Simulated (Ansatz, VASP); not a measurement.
**C in VASP and in Ansatz**

The input POSCAR:

```
C
1.0
    1.2280263465      0.7090013417      3.5143613814
   -1.2280263465      0.7090013417      3.5143613814
    0.0000000000     -1.4180026834      3.5143613814
C
2
Direct
    0.1640000000      0.1640000000      0.1640000000
    0.8360000000      0.8360000000      0.8360000000
```

The input INCAR.step1:

```
SYSTEM = C
ALGO = Normal
EDIFF = 1E-4
ENCUT = 520
GGA = PE
ISMEAR = 0
LASPH = .TRUE.
LCHARG = .FALSE.
LREAL = .FALSE.
LWAVE = .TRUE.
NBANDS = 11
NELM = 80
PREC = Accurate
SIGMA = 0.05
```

Contents of INCAR.step2:

```
SYSTEM = C
ALGO = Normal
EDIFF = 1E-6
ENCUT = 520
ISIF = 2
ISMEAR = 0
ISTART = 1
LASPH = .TRUE.
LCHARG = .TRUE.
LELF = .TRUE.
LMIXTAU = .TRUE.
LREAL = .FALSE.
LVHAR = .TRUE.
LWAVE = .FALSE.
METAGGA = R2SCAN
NBANDS = 11
NELM = 80
PREC = Accurate
SIGMA = 0.05
```

KPOINTS

```
k-points
0
G
  12 12 12
  0 0 0
```

Input for Ansatz:

```yaml
crystal:
  lattice:
    - [1.2280263465, 0.7090013417, 3.5143613814]
    - [-1.2280263465, 0.7090013417, 3.5143613814]
    - [0.0, -1.4180026834, 3.5143613814]
  atoms:
    - { symbol: C, position: [0.164, 0.164, 0.164] }
    - { symbol: C, position: [0.836, 0.836, 0.836] }
basis:
  ecutwfc: 500
kpoints:
  mp_grid: { grid: [12, 12, 12] }
hamiltonian:
  xc: r2scan
scf:
  occupations: { method: gaussian, width: 0.05 }
output:
  forces: true
  stress: true
  eigenvalues: true
```

Change from the starting cell: strain +0.000 along x and y, +0.050 along z, atoms carried along.

Alike in both runs: task single point; functional r2SCAN; k mesh 12 × 12 × 12; occupations gaussian, width 0.05 eV; no spin polarisation.

|  | VASP | Ansatz |
| --- | --- | --- |
| version | VASP 6.6.1 | Ansatz 0.2.0 |
| potentials or method | VASP PAW PBE potentials, release 64 (C), cutoff 520 eV | scalar-relativistic, plane waves, PAW |
| valence electrons in the cell | 8 | 8 |

|  | VASP | Ansatz | Ansatz less VASP |
| --- | --- | --- | --- |
| gap on the k mesh at the Fermi level (eV) | 0.60 | 0.60 | +0.001 |
| least direct gap on the mesh (eV) | 0.60 | 0.60 | +0.001 |
| pressure (GPa) | 0.4 | -0.2 | -0.67 |
| traceless stress, the component that is largest in VASP (GPa) | -1.17 | -0.42 | +0.746 |
| rms of the force components (eV/Å) | 0.550 | 0.556 | +0.0055 |

VASP's potentials were made for PBE, not for r2SCAN. Atom by atom the forces differ by 0.006 eV/Å (rms over components). The functional is the same, so the differences come from potentials, cutoffs and numerics.
